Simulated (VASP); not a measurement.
Write the native input for VASP 6.6.1 that does the following.

```yaml
Task: single point
Functional: PBE
Potentials_or_basis: VASP PAW PBE potentials, release 64 (Sn_d)
Cutoff: 520 eV
k_mesh: 12 × 12 × 12
Occupations: gaussian, width 0.1 eV
Spin: no spin polarisation
Dipole_correction: no
Further_INCAR_settings: ALGO = Fast; EDIFF = 1e-06; NBANDS = 21
```

The structure of Sn lies in POSCAR:

```
Sn
1.0
    0.0000000000      3.3602707052      3.3602707052
    3.3602707052      0.0000000000      3.3602707052
    3.3602707052      3.3602707052      0.0000000000
Sn
2
Direct
    0.0000000000      0.0000000000      0.0000000000
    0.2500000000      0.2500000000      0.2500000000
```

This isn't the form of Sn at room conditions, which is tetragonal (white tin).

One way to write it, as run:

INCAR

```
SYSTEM = Sn
PREC = Accurate ; ENCUT = 520
EDIFF = 1E-6 ; ISMEAR = 0
SIGMA = 0.1 ; LREAL = .FALSE.
LASPH = .TRUE. ; NELM = 100
ALGO = Fast ; ISIF = 2
LWAVE = .FALSE. ; LCHARG = .TRUE.
GGA = PE ; LELF = .TRUE.
LVHAR = .TRUE. ; NBANDS = 21
```

KPOINTS

```
regular mesh
0
G
  12 12 12
  0 0 0
```

Potentials or basis: VASP PAW PBE potentials, release 64 (Sn_d).

Run with:

```sh
$ cat potpaw_PBE.64/Sn_d/POTCAR > POTCAR
$ mpirun -np 1 vasp_std > vasp.out
```

It gave:

```json
{"Pressure": "-1.0 GPa", "Band gap on the k mesh": "zero (bands 14 and 15 overlap by 0.28 eV)"}
```

Caveat: spin-orbit coupling is left out, which moves the levels of the heavy elements.

Wall time 2.5 min on 1 thread of Intel Xeon 8259CL, with other jobs on the host, peak memory 0.26 GiB.
